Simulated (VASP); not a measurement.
# Lu (Pm-3m) in VASP: further runs

The runs below take Lu through single point, relaxation of cell and atoms, with PBE.

All numbers are computed with VASP 6.6.1; they aren't measurements. Logs are shortened: lines on timing, memory, paths and dates and some standing lists are left out, and cuts for length are marked.

## (1) The cell of the first run

It takes space group Pm-3m (No. 221, cubic). Conventional cell: a = 3.291 Å, b = 3.291 Å, c = 3.291 Å, α = 90.00°, β = 90.00°, γ = 90.00°. Within 4.3 Å of Lu (site symmetry m-3m) lie 6 Lu at 3.29 Å.

This isn't the form of Lu at room conditions, which is hcp.

## (2) Single point, PBE (35.63 Å³/atom)

File INCAR:

```
SYSTEM = Lu
PREC     = Accurate       ! precision mode
ENCUT    = 520            ! plane-wave cutoff, eV
EDIFF    = 1E-6           ! SCF threshold, eV
ISMEAR   = -1             ! smearing method
SIGMA    = 0.1            ! smearing width, eV
LREAL    = .False.        ! projectors in reciprocal space
LASPH    = .True.         ! aspherical terms in the spheres
NELM     = 60             ! most SCF steps
ALGO     = Normal         ! electronic algorithm
ISIF     = 2              ! what is computed and relaxed
LWAVE    = .False.        ! write WAVECAR
LCHARG   = .True.         ! write CHGCAR
GGA      = PE             ! functional
LELF     = .True.         ! ELF
LVHAR    = .True.       
NBANDS   = 18             ! bands
```

File KPOINTS:

```
regular mesh
0
Gamma
  11 11 11
  0 0 0
```

File POSCAR:

```
Lu
1.0
    3.2905865085      0.0000000000      0.0000000000
    0.0000000000      3.2905865085      0.0000000000
    0.0000000000      0.0000000000      3.2905865085
Lu
1
Direct
    0.0000000000      0.0000000000      0.0000000000
```

Potentials or basis: VASP PAW PBE potentials, release 64 (Lu).

Run with:

```bash
$ cat potpaw_PBE.64/Lu/POTCAR > POTCAR
$ mpirun -np 1 vasp_std > vasp.out
```

OUTCAR:

```text
SYSTEM = Lu
   PREC = Accurate
   ENCUT = 520
   EDIFF = 1E-6
   ISMEAR = -1
   LREAL = .False.
   LASPH = .True.
   NELM = 60
   ISIF = 2
   GGA = PE

 ion  position               nearest neighbor table
   1  0.000  0.000  0.000-

  LATTYP: Found a simple cubic cell.
 ALAT       =     3.2905865085

  Lattice vectors:

 A1 = (   3.2905865085,   0.0000000000,   0.0000000000)
 A2 = (   0.0000000000,   3.2905865085,   0.0000000000)
 A3 = (   0.0000000000,   0.0000000000,   3.2905865085)

Analysis of symmetry for initial positions (statically):
=====================================================================
 Subroutine PRICEL returns:
 Original cell was already a primitive cell.

 Routine SETGRP: Setting up the symmetry group for a
 simple cubic supercell.

 Subroutine GETGRP returns: Found 48 space group operations
 (whereof 48 operations were pure point group operations)
 out of a pool of 48 trial point group operations.

The static configuration has the point symmetry O_h .

Analysis of symmetry for dynamics (positions and initial velocities):
=====================================================================
 Subroutine PRICEL returns:
 Original cell was already a primitive cell.

 Routine SETGRP: Setting up the symmetry group for a
 simple cubic supercell.

 Subroutine GETGRP returns: Found 48 space group operations
 (whereof 48 operations were pure point group operations)
 out of a pool of 48 trial point group operations.

The dynamic configuration has the point symmetry O_h .

 Subroutine INISYM returns: Found 48 space group operations
 (whereof 48 operations are pure point group operations),
 and found     1 'primitive' translations

----------------------------------------------------------------------------------------

                                     Primitive cell

  volume of cell :      35.6303

  direct lattice vectors                    reciprocal lattice vectors
     3.290586509  0.000000000  0.000000000     0.303897192  0.000000000  0.000000000
     0.000000000  3.290586509  0.000000000     0.000000000  0.303897192  0.000000000
     0.000000000  0.000000000  3.290586509     0.000000000  0.000000000  0.303897192

  length of vectors
     3.290586509  3.290586509  3.290586509     0.303897192  0.303897192  0.303897192

  position of ions in fractional coordinates (direct lattice)
     0.000000000  0.000000000  0.000000000

  ion indices of the primitive-cell ions
   primitive index   ion index
                 1           1

----------------------------------------------------------------------------------------

 KPOINTS: regular mesh

Automatic generation of k-mesh.
 Grid dimensions read from file:
 generate k-points for:   11   11   11

 Generating k-lattice:

  Cartesian coordinates                     Fractional coordinates (reciprocal lattice)
     0.027627017  0.000000000  0.000000000     0.090909091  0.000000000  0.000000000
     0.000000000  0.027627017  0.000000000     0.000000000  0.090909091  0.000000000
     0.000000000  0.000000000  0.027627017     0.000000000  0.000000000  0.090909091

  Length of vectors
     0.027627017  0.027627017  0.027627017

  Shift w.r.t. Gamma in fractional coordinates (k-lattice)
     0.000000000  0.000000000  0.000000000

 Subroutine IBZKPT returns following result:
 ===========================================

 Found     56 irreducible k-points:

 Following reciprocal coordinates:
            Coordinates               Weight
  0.000000  0.000000  0.000000      1.000000
  0.090909  0.000000  0.000000      6.000000
  0.181818  0.000000  0.000000      6.000000
  0.272727  0.000000  0.000000      6.000000
  0.363636  0.000000  0.000000      6.000000
  0.454545  0.000000  0.000000      6.000000
[... 16 lines left out ...]
  0.181818  0.090909  0.090909     24.000000
  0.272727  0.090909  0.090909     24.000000
 [... further k-points ...]
   k-points           NKPTS =     56   k-points in BZ     NKDIM =     56   number of bands    NBANDS=     18
   number of dos      NEDOS =    301   number of ions     NIONS =      1
   total plane-waves  NPLWV =  13824
   dimension x,y,z NGX =    24 NGY =   24 NGZ =   24
   dimension x,y,z NGXF=    48 NGYF=   48 NGZF=   48
   ions per type =               1
   NGX,Y,Z   is equivalent  to a cutoff of  12.13, 12.13, 12.13 a.u.
   NGXF,Y,Z  is equivalent  to a cutoff of  24.25, 24.25, 24.25 a.u.
 SYSTEM =  Lu
   PREC   = accura    normal or accurate (medium, high low for compatibility)
   ISTART =      0    job   : 0-new  1-cont  2-samecut
   ICHARG =      2    charge: 1-file 2-atom 10-const
   ISPIN  =      1    spin polarized calculation?
   LNONCOLLINEAR =      F non collinear calculations
   LSORBIT =      F    spin-orbit coupling
   LASPH  =      T    aspherical Exc in radial PAW
   ENCUT  =  520.0 eV  38.22 Ry    6.18 a.u.   6.12  6.12  6.12*2*pi/ulx,y,z
   NELM   =     60;   NELMIN=  2; NELMDL= -5     # of ELM steps
[... 85 lines left out ...]
      6      -4.1194      2.00000
[... 10 lines left out ...]
     17       7.0587      0.00000
     18       9.1665      0.00000

 k-point     4 :       0.2727    0.0000    0.0000
  band No.  band energies     occupation
      1     -55.4222      2.00000
      2     -26.1199      2.00000
      3     -25.8631      2.00000
      4     -25.8631      2.00000
      5      -4.1382      2.00000
      6      -4.1343      2.00000
[... 10 lines left out ...]
     17       7.1315      0.00000
     18       8.3278      0.00000

 k-point     5 :       0.3636    0.0000    0.0000
  band No.  band energies     occupation
      1     -55.4174      2.00000
      2     -26.2228      2.00000
      3     -25.8541      2.00000
      4     -25.8541      2.00000
      5      -4.1540      2.00000
      6      -4.1410      2.00000
[... 10 lines left out ...]
     17       7.1999      0.00000
     18       8.2797      0.00000

 k-point     6 :       0.4545    0.0000    0.0000
  band No.  band energies     occupation
      1     -55.4146      2.00000
      2     -26.2830      2.00000
      3     -25.8487      2.00000
      4     -25.8487      2.00000
      5      -4.1629      2.00000
      6      -4.1449      2.00000
[... 10 lines left out ...]
     17       7.2412      0.00000
     18       8.7144      0.00000

 k-point     7 :       0.0909    0.0909    0.0000
  band No.  band energies     occupation
      1     -55.4298      2.00000
      2     -25.9153      2.00000
      3     -25.9123      2.00000
      4     -25.8775      2.00000
      5      -4.1200      2.00000
      6      -4.1182      2.00000
[... 10 lines left out ...]
     17       6.7937      0.00000
     18      10.6922      0.00000

 k-point     8 :       0.1818    0.0909    0.0000
  band No.  band energies     occupation
      1     -55.4259      2.00000
      2     -26.0025      2.00000
      3     -25.9060      2.00000
      4     -25.8701      2.00000
      5      -4.1252      2.00000
      6      -4.1177      2.00000
[... 10 lines left out ...]
     17       6.7927      0.00000
     18       9.5612      0.00000
[... 229 lines left out ...]
     17       5.3220      0.00000
     18       9.0071      0.00000

 k-point    20 :       0.4545    0.3636    0.0000
  band No.  band energies     occupation
      1     -55.3995      2.00000
      2     -26.2417      2.00000
      3     -26.1759      2.00000
      4     -25.8209      2.00000
      5      -4.1541      2.00000
      6      -4.1457      2.00000
[... 10 lines left out ...]
     17       5.3240      0.00000
     18       8.7604      0.00000

 k-point    21 :       0.4545    0.4545    0.0000
  band No.  band energies     occupation
      1     -55.3967      2.00000
      2     -26.2344      2.00000
      3     -26.2337      2.00000
      4     -25.8158      2.00000
      5      -4.1532      2.00000
      6      -4.1530      2.00000
[... 10 lines left out ...]
     17       5.0718      0.00000
     18       8.5966      0.00000

 k-point    22 :       0.0909    0.0909    0.0909
  band No.  band energies     occupation
      1     -55.4283      2.00000
      2     -25.9138      2.00000
      3     -25.9094      2.00000
      4     -25.9094      2.00000
      5      -4.1179      2.00000
      6      -4.1179      2.00000
[... 10 lines left out ...]
     17       6.4514      0.00000
     18      10.8800      0.00000

 k-point    23 :       0.1818    0.0909    0.0909
  band No.  band energies     occupation
      1     -55.4244      2.00000
      2     -25.9994      2.00000
      3     -25.9045      2.00000
      4     -25.9018      2.00000
      5      -4.1230      2.00000
      6      -4.1165      2.00000
[... 10 lines left out ...]
     17       6.4840      0.00000
     18       9.9383      0.00000

 k-point    24 :       0.2727    0.0909    0.0909
  band No.  band energies     occupation
      1     -55.4192      2.00000
      2     -26.1130      2.00000
      3     -25.8944      2.00000
      4     -25.8917      2.00000
      5      -4.1352      2.00000
      6      -4.1301      2.00000
[... 10 lines left out ...]
     17       6.5765      0.00000
     18       8.9860      0.00000

 [... further k-points ...]

------------------------ aborting loop because EDIFF is reached ----------------------------------------

  FORCE on cell =-STRESS in cart. coord.  units (eV):
  Direction    XX          YY          ZZ          XY          YZ          ZX
  --------------------------------------------------------------------------------------
  -------------------------------------------------------------------------------------
  Total       -0.4424124     -0.4424124     -0.4424124      0.0000000     -0.0000000     -0.0000000
  in kB      -19.8938066    -19.8938066    -19.8938066      0.0000000     -0.0000000     -0.0000000
  external PRESSURE =     -19.8938066 kB  Pullay stress =       0.0000000 kB

 VOLUME and BASIS-vectors are now :
 -----------------------------------------------------------------------------
  energy-cutoff  :      520.00
  volume of cell :       35.63
      direct lattice vectors                 reciprocal lattice vectors
     3.290586509  0.000000000  0.000000000     0.303897192  0.000000000  0.000000000
     0.000000000  3.290586509  0.000000000     0.000000000  0.303897192  0.000000000
     0.000000000  0.000000000  3.290586509     0.000000000  0.000000000  0.303897192

 POSITION                                       TOTAL-FORCE (eV/Angst)
 -----------------------------------------------------------------------------------
      0.00000      0.00000      0.00000         0.000000      0.000000      0.000000
 -----------------------------------------------------------------------------------
    total drift:                                0.000000     -0.000000      0.000000

  FREE ENERGIE OF THE ION-ELECTRON SYSTEM (eV)
  ---------------------------------------------------
  free  energy   TOTEN  =        -3.6838112406 eV

  energy  without entropy=       -3.6183312663  energy(sigma->0) =       -3.65107125
```

Wall time 17 s (1 thread of Intel Xeon Platinum 8259CL at 2.50GHz (Skylake/Cascade Lake), shared host); peak memory 0.17 GiB.

What came out:

```yaml
Free_energy: -3.6838 eV
Pressure: -2.0 GPa
Band_gap_on_the_k_mesh: zero (an odd number of electrons rules out a gap without spin polarisation)
```

Caveat: spin-orbit coupling is left out, which moves the levels of the heavy elements.

## (3) Single point, PBE (36.95 Å³/atom)

This run uses another cell than the first one, of 36.95 Å³/atom.

File INCAR:

```
PREC = Accurate
ENCUT = 520
EDIFF = 1E-6
ISMEAR = -1
SIGMA = 0.1
LREAL = False
LASPH = True
NELM = 100
ALGO = Normal
ISIF = 2
LWAVE = False
LCHARG = True
GGA = PE
LELF = True
LVHAR = True
NBANDS = 18
```

File KPOINTS:

```
regular mesh
0
Gamma
  11 11 11
```

File POSCAR:

```
Lu
1.0
    3.3307195676      0.0000000000      0.0000000000
    0.0000000000      3.3307195676      0.0000000000
    0.0000000000      0.0000000000      3.3307195676
Lu
1
Direct
    0.0000000000      0.0000000000      0.0000000000
```

Potentials or basis: VASP PAW PBE potentials, release 64 (Lu).

Run with:

```bash
$ cat potpaw_PBE.64/Lu/POTCAR > POTCAR
$ mpirun -np 1 vasp_std > vasp.out
```

It took 30 s on 1 thread of Intel Xeon Platinum 8259CL at 2.50GHz (Skylake/Cascade Lake), shared host; peak memory 0.19 GiB.

Results (log left out):

```yaml
Free_energy: -3.6643 eV
Pressure: -2.8 GPa
Band_gap_on_the_k_mesh: zero (an odd number of electrons rules out a gap without spin polarisation)
```

Levels at points of the mesh, in eV from the Fermi level:
| k point | band 10 | band 11 | band 12 | band 13 | band 14 | band 15 |
| --- | --- | --- | --- | --- | --- | --- |
| (0.00, 0.00, 0.00) | -5.60 | -5.58 | -5.36 | -0.26 | -0.26 | 5.34 |

Caveat: spin-orbit coupling is left out, which moves the levels of the heavy elements.

## (4) Relaxation of cell and atoms, PBE

This run uses another cell than the first one, of 31.86 Å³/atom.

File INCAR:

```
PREC     = Accurate       # precision mode
ENCUT    = 600            # plane-wave cutoff, eV
EDIFF    = 1E-6           # SCF threshold, eV
ISMEAR   = -1             # smearing method
SIGMA    = 0.1            # smearing width, eV
LREAL    = F              # projectors in reciprocal space
LASPH    = T              # aspherical terms in the spheres
NELM     = 100            # most SCF steps
ALGO     = Normal         # electronic algorithm
ISIF     = 3              # what is computed and relaxed
LWAVE    = F              # write WAVECAR
LCHARG   = F              # write CHGCAR
GGA      = PE             # functional
IBRION   = 2              # ionic algorithm
NSW      = 80             # ionic steps
EDIFFG   = -0.01          # ionic threshold
```

File KPOINTS:

```
regular mesh
0
Gamma
  10 10 10
```

File POSCAR:

```
Lu
1.0
    3.1700357483      0.0000000000      0.0000000000
    0.0000000000      3.1700357483      0.0000000000
    0.0000000000      0.0000000000      3.1700357483
Lu
1
Direct
    0.0000000000      0.0000000000      0.0000000000
```

Run with:

```bash
$ cat potpaw_PBE.64/Lu/POTCAR > POTCAR
$ mpirun -np 1 vasp_std > vasp.out
```

It took 78 s on 1 thread of Intel Xeon Platinum 8259CL at 2.50GHz (Skylake/Cascade Lake), shared host; peak memory 0.19 GiB.

It converged, with:

| Property | Result |
| --- | --- |
| Free energy | -3.6982 eV |
| Relaxed volume | 33.10 Å³/atom |
| Relaxed cell | a = 3.211 Å, b = 3.211 Å, c = 3.211 Å, α = 90.00°, β = 90.00°, γ = 90.00° |
| Space group after relaxing (to 0.1 Å) | Pm-3m (No. 221) |
| Energy gained by relaxing | 4.6 meV/atom |
| Ionic steps | 3 |
| Pressure after relaxing | 0.0 GPa |
| Band gap on the k mesh | zero (an odd number of electrons rules out a gap without spin polarisation) |

The path:
| step | energy change (eV) | largest force (eV/Å) | pressure (GPa) | volume (Å³) |
| --- | --- | --- | --- | --- |
| 1 | 0.0000 | 0.0000 | 1.27 | 31.86 |
| 2 | -0.0046 | 0.0000 | 0.06 | 33.03 |
| 3 | -0.0046 | 0.0000 | 0.04 | 33.10 |

Final structure:
```cif
data_structure
_symmetry_space_group_name_H-M 'P 1'
_symmetry_Int_Tables_number 1
_cell_length_a 3.2109
_cell_length_b 3.2109
_cell_length_c 3.2109
_cell_angle_alpha 90.000
_cell_angle_beta 90.000
_cell_angle_gamma 90.000
_cell_volume 33.10
loop_
_atom_site_label
_atom_site_type_symbol
_atom_site_fract_x
_atom_site_fract_y
_atom_site_fract_z
_atom_site_occupancy
Lu1 Lu 0.00000 0.00000 0.00000 1
```

Levels at points of the mesh, in eV from the Fermi level:
```tsv
k point	band 9	band 10	band 11	band 12	band 13	band 14	band 15	band 16
(0.00, 0.00, 0.00)	-5.39	-5.39	-5.39	-5.36	-0.36	-0.36	5.98	5.98
(0.50, 0.00, 0.00)	-5.38	-5.35	-5.35	-2.68	-0.38	0.40	3.23	3.23
(0.50, 0.50, 0.00)	-5.40	-5.36	-5.34	-1.69	-0.18	3.23	3.23	3.84
(0.50, 0.50, 0.50)	-5.37	-5.37	-5.37	-0.36	-0.36	-0.36	6.14	7.44
```

Caveat: spin-orbit coupling is left out, which moves the levels of the heavy elements.

## (5) Single point, PBE

This run uses another cell than the first one, of 32.99 Å³/atom.

File INCAR:

```
  PREC = Accurate
  ENCUT = 520
  EDIFF = 1E-6
  ISMEAR = -1
  SIGMA = 0.1
  LREAL = False
  LASPH = True
  NELM = 100
  ALGO = Normal
  ISIF = 2
  LWAVE = False
  LCHARG = False
  GGA = PE
  NBANDS = 18
```

File KPOINTS:

```
Automatic mesh
0
Gamma
  16 16 16
```

File POSCAR:

```
Lu
1.0
    3.2072444400      0.0000000000      0.0000000000
    0.0000000000      3.2072444400      0.0000000000
    0.0000000000      0.0000000000      3.2072444400
Lu
1
Direct
    0.0000000000      0.0000000000      0.0000000000
```

Run with:

```bash
$ cat potpaw_PBE.64/Lu/POTCAR > POTCAR
$ mpirun -np 1 vasp_std > vasp.out
```

Run time: 40 s. Hardware: 1 thread of Intel Xeon Platinum 8259CL at 2.50GHz (Skylake/Cascade Lake), shared host; peak memory 0.22 GiB.

It converged, with:

```yaml
Free_energy: -3.6991 eV
Pressure: 0.1 GPa
Band_gap_on_the_k_mesh: zero (an odd number of electrons rules out a gap without spin polarisation)
```

Levels at points of the mesh, in eV from the Fermi level:
| k point | band 10 | band 11 | band 12 | band 13 | band 14 | band 15 | band 16 | band 17 |
| --- | --- | --- | --- | --- | --- | --- | --- | --- |
| (0.00, 0.00, 0.00) | -5.40 | -5.40 | -5.37 | -0.38 | -0.38 | 5.99 | 5.99 | 5.99 |
| (0.50, 0.00, 0.00) | -5.35 | -5.35 | -2.69 | -0.39 | 0.39 | 3.23 | 3.23 | 6.29 |
| (0.50, 0.50, 0.00) | -5.36 | -5.34 | -1.72 | -0.18 | 3.23 | 3.23 | 3.84 | 3.84 |
| (0.50, 0.50, 0.50) | -5.37 | -5.37 | -0.37 | -0.37 | -0.37 | 6.13 | 7.47 | 7.47 |

Caveat: spin-orbit coupling is left out, which moves the levels of the heavy elements.

## (6) Single point, PBE, non-collinear spin, zero start, spin-orbit coupling

This run uses another cell than the first one, of 32.99 Å³/atom.

File INCAR:

```
ALGO = Normal
EDIFF = 1E-6
ENCUT = 520
GGA = PE
GGA_COMPAT = F
ISIF = 2
ISMEAR = -1
LASPH = T
LCHARG = F
LNONCOLLINEAR = T
LORBIT = 11
LORBMOM = T
LREAL = F
LSORBIT = T
LWAVE = F
MAGMOM = 0 0 0
NBANDS = 36
NELM = 150
PREC = Accurate
SIGMA = 0.1
```

File KPOINTS:

```
k-points
0
Gamma
  10 10 10
```

POSCAR is that of step 5.

Potentials or basis: VASP PAW PBE potentials, release 64 (Lu).

Run with:

```bash
$ cat potpaw_PBE.64/Lu/POTCAR > POTCAR
$ mpirun -np 1 vasp_ncl > vasp.out
```

It took 88 s on 1 thread of Intel Xeon Platinum 8259CL at 2.50GHz (Skylake/Cascade Lake), shared host; peak memory 0.27 GiB.

The run converged. Its results:

```yaml
Free_energy: -4.4234 eV
Pressure: -0.1 GPa
Net_moment: 0.00 μB per cell
Valence_electrons_inside_the_program's_atomic_spheres: Lu 23.16
```

Moments on the atoms (μB; x, y, z):
```
Lu  0.00 0.00 0.00
```

## (7) The runs side by side

| task | spin | cell | k mesh | cutoff (eV) | gap on the mesh (eV) | pressure (GPa) |
| --- | --- | --- | --- | --- | --- | --- |
| single point | off | a = 3.291 Å, 1 atom | 11 × 11 × 11 | 520 | none | -2.0 |
| single point | off | a = 3.331 Å, 1 atom | 11 × 11 × 11 | 520 | none | -2.8 |
| relaxation of cell and atoms | off | relaxed from a = 3.170 Å, 1 atom | 10 × 10 × 10 | 600 | none | 0.0 |
| single point | off | a = 3.207 Å, 1 atom | 16 × 16 × 16 | 520 | none | 0.1 |
| single point | non-collinear, zero start, SOC | a = 3.207 Å, 1 atom | 10 × 10 × 10 | 520 | - | -0.1 |

Alike in all rows: level PBE; potentials or basis VASP PAW PBE potentials, release 64 (Lu); smearing fermi-dirac 0.1 eV.

Caveats: spin-orbit coupling is left out, which moves the levels of the heavy elements (at least some runs).

Total energies depend on the potentials used, so only differences within one code and one set of settings carry meaning.
